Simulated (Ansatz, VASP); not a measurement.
## One calculation of K4H, two programs

INCAR

```
SYSTEM = K4H
ALGO = Normal
EDIFF = 1E-6
ENCUT = 520
GGA = PE
ISIF = 2
ISMEAR = 0
LASPH = .TRUE.
LCHARG = .TRUE.
LELF = .TRUE.
LREAL = .FALSE.
LVHAR = .TRUE.
LWAVE = .FALSE.
NBANDS = 26
NELM = 80
PREC = Accurate
SIGMA = 0.1
```

File KPOINTS:

```
k-points
0
G
  4 4 4
  0 0 0
```

File POSCAR:

```
K4H
1.0
    5.0802417300      0.0000000000      0.0000000000
    0.0000000000      5.0802417300      0.0000000000
    0.0000000000      0.0000000000      7.1845467500
K H
4 1
Direct
    0.5000000000      0.0000000000      0.2500000000
    0.0000000000      0.5000000000      0.7500000000
    0.5000000000      0.0000000000      0.7500000000
    0.0000000000      0.5000000000      0.2500000000
    0.0000000000      0.0000000000      0.0000000000
```

Input for Ansatz:

```yaml
crystal:
  lattice:
    - [5.08024173, 0.0, 0.0]
    - [0.0, 5.08024173, 0.0]
    - [0.0, 0.0, 7.18454675]
  atoms:
    - { symbol: K, position: [0.5, 0.0, 0.25] }
    - { symbol: K, position: [0.0, 0.5, 0.75] }
    - { symbol: K, position: [0.5, 0.0, 0.75] }
    - { symbol: K, position: [0.0, 0.5, 0.25] }
    - { symbol: H, position: [0.0, 0.0, 0.0] }
basis:
  ecutwfc: 420
kpoints:
  mp_grid: { grid: [4, 4, 4] }
hamiltonian:
  xc: pbe
scf:
  occupations: { method: gaussian, width: 0.1 }
  lower_state_search: "off"
output:
  forces: true
  stress: true
  eigenvalues: true
```

Change from the starting cell: ordered vacancies on the anion sites of antifluorite (P4/mmm, No. 123).

Alike in both runs: task single point; functional PBE; k mesh 4 × 4 × 4; occupations gaussian, width 0.1 eV; no spin polarisation.

|  | VASP | Ansatz |
| --- | --- | --- |
| version | VASP 6.6.1 | Ansatz 0.2.0 |
| potentials or method | VASP PAW PBE potentials, release 64 (K_sv, H), cutoff 520 eV | scalar-relativistic, plane waves, PAW |
| valence electrons in the cell | 37 | 37 |

```csv
,VASP,Ansatz,Ansatz less VASP
gap on the k mesh at the Fermi level (eV),none,none,-
pressure (GPa),2.4,2.4,+0.01
"traceless stress, the component that is largest in VASP (GPa)",-0.12,-0.12,0.000
rms of the force components (eV/Å),0.140,0.140,+0.0007
```

Atom by atom the forces differ by 0.001 eV/Å (rms over components). A gap of «none» marks a metal or a gap that the smearing closes.
